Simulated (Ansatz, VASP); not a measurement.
W in VASP and in Ansatz

INCAR

```
SYSTEM = W
ALGO = Normal ; DIPOL = 0.5 0.5 0.500
EDIFF = 1E-6 ; ENCUT = 520
GGA = PE ; IDIPOL = 3
ISIF = 2 ; ISMEAR = 0
LASPH = .TRUE. ; LCHARG = .TRUE.
LDIPOL = .TRUE. ; LELF = .TRUE.
LREAL = .FALSE. ; LVACPOTAV = .TRUE.
LVHAR = .TRUE. ; LWAVE = .FALSE.
NBANDS = 58 ; NELM = 60
PREC = Accurate ; SIGMA = 0.1
```

KPOINTS

```
k-points
0
G
  11 11 1
  0 0 0
```

The input POSCAR:

```
W
1.0
    3.1835586448      0.0000000000      0.0000000000
    0.0000000000      3.1835586448      0.0000000000
    0.0000000000      0.0000000000     24.5506759344
W
7
Direct
    0.5000000000      0.5000000000      0.3054905706
    0.0000000000      0.0000000000      0.3703270471
    0.5000000000      0.5000000000      0.4351635235
    0.0000000000      0.0000000000      0.5000000000
    0.5000000000      0.5000000000      0.5648364765
    0.0000000000      0.0000000000      0.6296729529
    0.5000000000      0.5000000000      0.6945094294
```

Input for Ansatz:

```yaml
crystal:
  lattice:
    - [3.1835586448, 0.0, 0.0]
    - [0.0, 3.1835586448, 0.0]
    - [0.0, 0.0, 24.5506759344]
  atoms:
    - { symbol: W, position: [0.5, 0.5, 0.3054905706] }
    - { symbol: W, position: [0.0, 0.0, 0.3703270471] }
    - { symbol: W, position: [0.5, 0.5, 0.4351635235] }
    - { symbol: W, position: [0.0, 0.0, 0.5] }
    - { symbol: W, position: [0.5, 0.5, 0.5648364765] }
    - { symbol: W, position: [0.0, 0.0, 0.6296729529] }
    - { symbol: W, position: [0.5, 0.5, 0.6945094294] }
basis:
  ecutwfc: 420
kpoints:
  mp_grid: { grid: [11, 11, 1] }
hamiltonian:
  xc: pbe
scf:
  occupations: { method: gaussian, width: 0.1 }
output:
  forces: true
  stress: true
  eigenvalues: true
efield:
  axis: 3
  dipole_correction: true
  ramp_width: 0.04
```

Alike in both runs: task single point; functional PBE; k mesh 11 × 11 × 1; occupations gaussian, width 0.1 eV; no spin polarisation.

|  | VASP | Ansatz |
| --- | --- | --- |
| version | VASP 6.6.1 | Ansatz 0.2.0 |
| potentials or method | VASP PAW PBE potentials, release 64 (W_sv), cutoff 520 eV | scalar-relativistic, plane waves, PAW |
| valence electrons in the cell | 98 | 98 |

Ansatz gave:

```
gap on the k mesh at the Fermi level (eV)  : none
rms of the force components (eV/Å)         : 0.760
work function, face that differs most (eV) : 4.18
```

Q: What did VASP give for the same quantities?

A: gap on the k mesh at the Fermi level (eV): none; rms of the force components (eV/Å): 0.755; work function, face that differs most (eV): 4.18.

Atom by atom the forces differ by 0.010 eV/Å (rms over components). A gap of «none» marks a metal or a gap that the smearing closes.

Neither program's run includes spin-orbit coupling.
